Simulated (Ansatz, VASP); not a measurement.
# Zr3Si2 in VASP and in Ansatz

Contents of POSCAR:

```
Zr3Si2
1.0
    7.1084398645      0.0000000000      0.0000000000
    0.0000000000      7.1084398645      0.0000000000
    0.0000000000      0.0000000000      3.7051280783
Zr Si
6 4
Direct
    0.1739136664      0.6739136664      0.5000000000
    0.8260863336      0.3260863336      0.5000000000
    0.3260863336      0.1739136664      0.5000000000
    0.6739136664      0.8260863336      0.5000000000
    0.0000000000      0.0000000000      0.0000000000
    0.5000000000      0.5000000000      0.0000000000
    0.6219463334      0.1219463334      0.0168685127
    0.3780536666      0.8780536666      0.0168685127
    0.8780536666      0.6219463334      0.0168685127
    0.1219463334      0.3780536666      0.0168685127
```

INCAR.step1

```
SYSTEM = Zr3Si2
PREC     = Accurate       ! precision mode
ENCUT    = 520            ! plane-wave cutoff, eV
ISMEAR   = 0              ! smearing method
SIGMA    = 0.15           ! smearing width, eV
LREAL    = .False.        ! projectors in reciprocal space
LASPH    = .True.         ! aspherical terms in the spheres
NELM     = 100            ! most SCF steps
NBANDS   = 55             ! bands
GGA      = PE             ! functional
ALGO     = Normal         ! electronic algorithm
EDIFF    = 1E-4           ! SCF threshold, eV
LWAVE    = .True.         ! write WAVECAR
LCHARG   = .False.        ! write CHGCAR
```

INCAR.step2

```
SYSTEM = Zr3Si2
PREC     = Accurate       ! precision mode
ENCUT    = 520            ! plane-wave cutoff, eV
EDIFF    = 1E-7           ! SCF threshold, eV
ISMEAR   = 0              ! smearing method
SIGMA    = 0.15           ! smearing width, eV
LREAL    = .False.        ! projectors in reciprocal space
LASPH    = .True.         ! aspherical terms in the spheres
NELM     = 100            ! most SCF steps
ALGO     = Normal         ! electronic algorithm
ISIF     = 2              ! what is computed and relaxed
LWAVE    = .False.        ! write WAVECAR
LCHARG   = .False.        ! write CHGCAR
METAGGA  = R2SCAN         ! meta-GGA
LMIXTAU  = .True.       
NBANDS   = 55             ! bands
ISTART   = 1
```

File KPOINTS:

```
regular mesh
0
Gamma
  6 6 10
  0 0 0
```

Input for Ansatz:

```yaml
crystal:
  lattice:
    - [7.1084398645, 0.0, 0.0]
    - [0.0, 7.1084398645, 0.0]
    - [0.0, 0.0, 3.7051280783]
  atoms:
    - { symbol: Zr, position: [0.1739136664, 0.6739136664, 0.5] }
    - { symbol: Zr, position: [0.8260863336, 0.3260863336, 0.5] }
    - { symbol: Zr, position: [0.3260863336, 0.1739136664, 0.5] }
    - { symbol: Zr, position: [0.6739136664, 0.8260863336, 0.5] }
    - { symbol: Zr, position: [0.0, 0.0, 0.0] }
    - { symbol: Zr, position: [0.5, 0.5, 0.0] }
    - { symbol: Si, position: [0.6219463334, 0.1219463334, 0.0168685127] }
    - { symbol: Si, position: [0.3780536666, 0.8780536666, 0.0168685127] }
    - { symbol: Si, position: [0.8780536666, 0.6219463334, 0.0168685127] }
    - { symbol: Si, position: [0.1219463334, 0.3780536666, 0.0168685127] }
basis:
  ecutwfc: 500
kpoints:
  mp_grid: { grid: [6, 6, 10] }
hamiltonian:
  xc: r2scan
scf:
  occupations: { method: gaussian, width: 0.15 }
output:
  forces: true
  stress: true
  eigenvalues: true
```

Change from the starting cell: all Si atoms moved +0.062 Å, as atom 7 along Cartesian [0 0 1].

Alike in both runs: task single point; functional r2SCAN; k mesh 6 × 6 × 10; occupations gaussian, width 0.15 eV; no spin polarisation.

|  | VASP | Ansatz |
| --- | --- | --- |
| version | VASP 6.6.1 | Ansatz 0.2.0 |
| potentials or method | VASP PAW PBE potentials, release 64 (Zr_sv, Si), cutoff 520 eV | scalar-relativistic, plane waves, PAW |
| valence electrons in the cell | 88 | 88 |

|  | VASP | Ansatz | Ansatz less VASP |
| --- | --- | --- | --- |
| gap on the k mesh at the Fermi level (eV) | none | none | - |
| pressure (GPa) | 0.2 | 0.1 | -0.01 |
| traceless stress, the component that is largest in VASP (GPa) | -0.05 | -0.09 | -0.032 |
| rms of the force components (eV/Å) | 0.256 | 0.256 | -0.0004 |

VASP's potentials were made for PBE, not for r2SCAN. Atom by atom the forces differ by 0.002 eV/Å (rms over components). A gap of «none» marks a metal or a gap that the smearing closes. The functional is the same, so the differences come from potentials, cutoffs and numerics.
